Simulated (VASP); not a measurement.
# HfGe (P-6m2) in VASP: settings compared, part 2 of 2

VASP 6.6.1. Earlier steps stand in the parts before.

## Step 4: Single point, PBEsol-based global hybrid with 25 % exact exchange

File POSCAR:

```
HfGe
1.0
    3.9335093900      0.0000000000      0.0000000000
   -1.9667546900      3.4065190500      0.0000000000
    0.0000000000      0.0000000000      3.5096193900
Hf Ge
1 1
Direct
    0.0000000000      0.0000000000      0.5000000000
    0.3333333300      0.6666666700      0.5000000000
```

File INCAR.step1:

```
SYSTEM = HfGe
PREC = Accurate
ENCUT = 520
EDIFF = 1E-5
ISMEAR = -1
SIGMA = 0.05
LREAL = .FALSE.
LASPH = .TRUE.
NELM = 60
ALGO = Normal
ISIF = 2
LWAVE = .TRUE.
LCHARG = .FALSE.
NBANDS = 19
GGA = PE
```

File INCAR.step2:

```
SYSTEM = HfGe
PREC = Accurate
ENCUT = 520
EDIFF = 1E-6
ISMEAR = -1
SIGMA = 0.05
LREAL = .FALSE.
LASPH = .TRUE.
NELM = 60
ALGO = Normal
ISIF = 2
LWAVE = .FALSE.
LCHARG = .FALSE.
GGA = PS
LHFCALC = .TRUE.
AEXX = 0.25
PRECFOCK = Normal
NBANDS = 19
ISTART = 1
```

File KPOINTS:

```
regular mesh
0
G
  4 4 4
  0 0 0
```

Potentials or basis: VASP PAW PBE potentials, release 64 (Hf_pv, Ge_d).

The run is started by

```console
> cat potpaw_PBE.64/Hf_pv/POTCAR potpaw_PBE.64/Ge_d/POTCAR > POTCAR
> cp INCAR.step1 INCAR
> mpirun -np 1 vasp_std > vasp.out
> cp INCAR.step2 INCAR
> mpirun -np 1 vasp_std > vasp.out
```

OUTCAR:

```text
SYSTEM = HfGe
   PREC = Accurate
   ENCUT = 520
   EDIFF = 1E-6
   ISMEAR = -1
   LREAL = .FALSE.
   LASPH = .TRUE.
   NELM = 60
   ISIF = 2
   GGA = PS
   LHFCALC = .TRUE.
   AEXX = 0.25
   PRECFOCK = Normal
   ISTART = 1

 ion  position               nearest neighbor table
   1  0.000  0.000  0.500-   2 2.27   2 2.27   2 2.27
   2  0.333  0.667  0.500-   1 2.27   1 2.27   1 2.27

  LATTYP: Found a hexagonal cell.
 ALAT       =     3.9335093900
 C/A-ratio  =     0.8922361795

  Lattice vectors:

 A1 = (   3.9335093900,   0.0000000000,   0.0000000000)
 A2 = (  -1.9667546900,   3.4065190500,   0.0000000000)
 A3 = (   0.0000000000,   0.0000000000,   3.5096193900)

Analysis of symmetry for initial positions (statically):
=====================================================================
 Subroutine PRICEL returns:
 Original cell was already a primitive cell.

 Routine SETGRP: Setting up the symmetry group for a
 hexagonal supercell.

[... 155 lines left out ...]
  ext. energy  EPLUGINS =         0.00000000
  ---------------------------------------------------
  free energy    TOTEN  =       -14.82436405 eV

  energy without entropy =      -14.81781986  energy(sigma->0) =      -14.82109195

 E-fermi :   3.7773     XC(G=0):  -8.1956

 val. band max:        3.7771904917   @ k =   0.2500   0.2500   0.5000
 cond. band min:       4.4842247731   @ k =   0.5000   0.0000   0.5000
 fundamental gap:      0.7070342815
 Fermi energy:         3.7772967337

 k-point     1 :       0.0000    0.0000    0.0000
  band No.  band energies     occupation
      1     -29.8440      2.00000
      2     -29.8440      2.00000
      3     -29.5820      2.00000
      4     -23.6493      2.00000
      5     -23.5974      2.00000
      6     -23.5974      2.00000
[... 241 lines left out ...]
      6     -23.5872      2.00000
[... 11 lines left out ...]
     18      10.4975      0.00000
     19      13.7679      0.00000

------------------------ aborting loop because EDIFF is reached ----------------------------------------

  FORCE on cell =-STRESS in cart. coord.  units (eV):
  Direction    XX          YY          ZZ          XY          YZ          ZX
  --------------------------------------------------------------------------------------
  -------------------------------------------------------------------------------------
  Total       17.2272842     17.2272841     -4.6511757      0.0000000     -0.0000000     -0.0000000
  in kB      586.9165638    586.9165612   -158.4609644      0.0000009     -0.0000000     -0.0000000
  external PRESSURE =     338.4573869 kB  Pullay stress =       0.0000000 kB

 VOLUME and BASIS-vectors are now :
 -----------------------------------------------------------------------------
  energy-cutoff  :      520.00
  volume of cell :       47.03
      direct lattice vectors                 reciprocal lattice vectors
     3.933509390  0.000000000  0.000000000     0.254225909  0.146777397  0.000000000
    -1.966754690  3.406519050  0.000000000     0.000000000  0.293554795  0.000000000
     0.000000000  0.000000000  3.509619390     0.000000000  0.000000000  0.284931182

 POSITION                                       TOTAL-FORCE (eV/Angst)
 -----------------------------------------------------------------------------------
      0.00000      0.00000      1.75481        -0.000000     -0.000000      0.000000
     -0.00000      2.27101      1.75481         0.000000      0.000000      0.000000
 -----------------------------------------------------------------------------------
    total drift:                                0.000014     -0.000020      0.000000

  FREE ENERGIE OF THE ION-ELECTRON SYSTEM (eV)
  ---------------------------------------------------
  free  energy   TOTEN  =       -14.8243640453 eV

  energy  without entropy=      -14.8178198565  energy(sigma->0) =      -14.82109195
```

Run time: 8.6 min. Hardware: 1 thread of AMD EPYC 9R45 (Zen 5), shared host; peak memory 0.15 GiB.

What came out:

```yaml
Free_energy: -14.8244 eV
Pressure: 33.8 GPa
Band_gap_on_the_k_mesh: zero (bands 12 and 13 overlap by 0.71 eV)
```

Stress tensor (GPa, compression positive):
```
 58.69   0.00   0.00
  0.00  58.69   0.00
  0.00   0.00 -15.85
```

Levels at points of the mesh, in eV from the Fermi level:
```tsv
k point	band 8	band 9	band 10	band 11	band 12	band 13	band 14	band 15	band 16	band 17
(0.00, 0.00, 0.00)	-27.23	-11.89	-3.57	-3.57	-1.99	3.32	4.17	4.17	5.96	8.82
(0.50, 0.00, 0.00)	-27.33	-9.89	-4.84	-1.29	-0.72	0.84	2.15	3.81	4.18	8.07
(0.00, 0.00, 0.50)	-27.23	-10.64	-4.19	-3.08	-3.08	2.26	2.26	5.94	7.79	8.48
(0.50, 0.00, 0.50)	-27.33	-8.76	-4.24	-3.24	0.71	1.41	1.73	2.74	5.20	6.32
```

Caveat: the k points lie up to 0.46 Å⁻¹ apart, too coarse for converged energies and pressures of a metal; the PAW data sets were made with another functional, which shifts forces and pressure a little; spin-orbit coupling is left out, which moves the levels of the heavy elements.

## Step 5: Single point, B3LYP

POSCAR is that of step 4.

File INCAR.step1:

```
PREC = Accurate
ENCUT = 520
EDIFF = 1E-5
ISMEAR = -1
SIGMA = 0.05
LREAL = False
LASPH = True
NELM = 80
ALGO = Normal
ISIF = 2
LWAVE = True
LCHARG = False
GGA = PE
NBANDS = 19
```

File INCAR.step2:

```
PREC = Accurate
ENCUT = 520
EDIFF = 1E-6
ISMEAR = -1
SIGMA = 0.05
LREAL = False
LASPH = True
NELM = 80
ALGO = Normal
ISIF = 2
LWAVE = False
LCHARG = False
GGA = B3
LHFCALC = True
AEXX = 0.2
AGGAX = 0.72
AGGAC = 0.81
ALDAC = 0.19
PRECFOCK = Normal
ISTART = 1
NBANDS = 19
```

File KPOINTS:

```
regular mesh
0
Gamma
  4 4 4
```

The run is started by

```console
> cat potpaw_PBE.64/Hf_pv/POTCAR potpaw_PBE.64/Ge_d/POTCAR > POTCAR
> cp INCAR.step1 INCAR
> mpirun -np 1 vasp_std > vasp.out
> cp INCAR.step2 INCAR
> mpirun -np 1 vasp_std > vasp.out
```

Run time: 7.9 min. Hardware: 1 thread of AMD EPYC 9R45 (Zen 5), shared host; peak memory 0.15 GiB.

The run converged. Its results:

```yaml
Free_energy: -11.7310 eV
Pressure: 40.0 GPa
Band_gap_on_the_k_mesh: zero (bands 12 and 13 overlap by 0.59 eV)
```

Stress tensor (GPa, compression positive):
```
 65.87   0.00   0.00
  0.00  65.87   0.00
  0.00   0.00 -11.61
```

Levels at points of the mesh, in eV from the Fermi level:
```
           k point  band 10  band 11  band 12  band 13  band 14  band 15
(0.00, 0.00, 0.00)    -3.45    -3.45    -1.99     3.04     3.79     3.79
(0.50, 0.00, 0.00)    -4.58    -1.34    -0.64     0.56     2.00     3.45
(0.00, 0.00, 0.50)    -3.93    -2.99    -2.99     1.98     1.98     5.47
(0.50, 0.00, 0.50)    -4.09    -3.08     0.59     1.20     1.75     2.56
```

Caveat: the k points lie up to 0.46 Å⁻¹ apart, too coarse for converged energies and pressures of a metal; the PAW data sets were made with another functional, which shifts forces and pressure a little; spin-orbit coupling is left out, which moves the levels of the heavy elements.

## Step 6: Single point, HF

POSCAR is that of step 5.

File INCAR.step1:

```
SYSTEM = HfGe
ALGO = Normal
EDIFF = 1E-5
ENCUT = 520
GGA = PE
ISIF = 2
ISMEAR = -1
LASPH = .TRUE.
LREAL = .FALSE.
LWAVE = .TRUE.
NBANDS = 19
NELM = 80
PREC = Accurate
SIGMA = 0.05
```

File INCAR.step2:

```
SYSTEM = HfGe
AEXX = 1.0
AGGAC = 0.0
ALDAC = 0.0
ALGO = Normal
EDIFF = 1E-6
ENCUT = 520
GGA = PE
ISIF = 2
ISMEAR = -1
ISTART = 1
LASPH = .TRUE.
LCHARG = .TRUE.
LELF = .TRUE.
LHFCALC = .TRUE.
LREAL = .FALSE.
LVHAR = .TRUE.
LWAVE = .FALSE.
NBANDS = 19
NELM = 80
PREC = Accurate
PRECFOCK = Normal
SIGMA = 0.05
```

File KPOINTS:

```
k-points
0
G
  4 4 4
  0 0 0
```

Potentials or basis: VASP PAW PBE potentials, release 64 (Hf_pv, Ge_d).

The run is started by

```console
> cat potpaw_PBE.64/Hf_pv/POTCAR potpaw_PBE.64/Ge_d/POTCAR > POTCAR
> cp INCAR.step1 INCAR
> mpirun -np 1 vasp_std > vasp.out
> cp INCAR.step2 INCAR
> mpirun -np 1 vasp_std > vasp.out
```

Run time: 23 min. Hardware: 1 thread of Intel Xeon Platinum 8375C at 2.90GHz (Ice Lake), shared host; peak memory 0.18 GiB.

Results (log left out):

- Free energy: -22.0951 eV
- Pressure: 50.2 GPa
- Band gap on the k mesh: 4.32 eV (least direct gap 4.93 eV)

Stress tensor (GPa, compression positive):
```
77.73  0.00  0.00
 0.00 77.73  0.00
 0.00  0.00 -4.98
```

Levels at points of the mesh, in eV from the valence-band top:
```
           k point  band 8  band 9  band 10  band 11  band 12  band 13  band 14  band 15  band 16  band 17
(0.00, 0.00, 0.00)  -35.52  -15.00    -4.63    -4.63    -1.99     7.97    10.09    10.09    11.09    14.19
(0.50, 0.00, 0.00)  -35.67  -12.45    -5.98    -1.05    -0.65     5.45     6.55     9.04     9.61    13.61
(0.00, 0.00, 0.50)  -35.52  -13.28    -5.05    -3.98    -3.98     7.67     7.67    11.23    13.31    13.95
(0.50, 0.00, 0.50)  -35.67  -10.90    -4.32    -4.03     0.00     5.66     6.49     7.35    10.06    11.71
```

Caveat: the k points lie up to 0.46 Å⁻¹ apart; the PAW data sets were made with another functional, which shifts forces and pressure a little; spin-orbit coupling is left out, which moves the levels of the heavy elements. A k mesh can miss the band edges.

## Step 7: Overview

| level | spin | k mesh | smearing | grid for exact exchange (PRECFOCK) | share of exact exchange | gap on the mesh (eV) | pressure (GPa) |
| --- | --- | --- | --- | --- | --- | --- | --- |
| PBE | non-collinear, zero start, SOC | 7 × 7 × 6 | gaussian 0.005 eV | - | - | - | 37.1 |
| PBE0 | off | 4 × 4 × 4 | fermi-dirac 0.05 eV | Normal | 0.25 | none | 36.6 |
| PBEsol-based global hybrid with 25 % exact exchange | off | 4 × 4 × 4 | fermi-dirac 0.05 eV | Normal | 0.25 | none | 33.8 |
| B3LYP | off | 4 × 4 × 4 | fermi-dirac 0.05 eV | Normal | 0.2 | none | 40.0 |
| HF | off | 4 × 4 × 4 | fermi-dirac 0.05 eV | Normal | 1 | 4.32 | 50.2 |

Alike in all rows: task single point; potentials or basis VASP PAW PBE potentials, release 64 (Hf_pv, Ge_d); cell as given; cutoff (eV) 520.

Caveats: some runs use coarse meshes; the PAW data sets were made with another functional, which shifts forces and pressure a little (at least some runs); spin-orbit coupling is left out, which moves the levels of the heavy elements (at least some runs); the cell stands under pressure (at least some runs).

Total energies depend on the potentials used, so only differences within one code and one set of settings carry meaning.
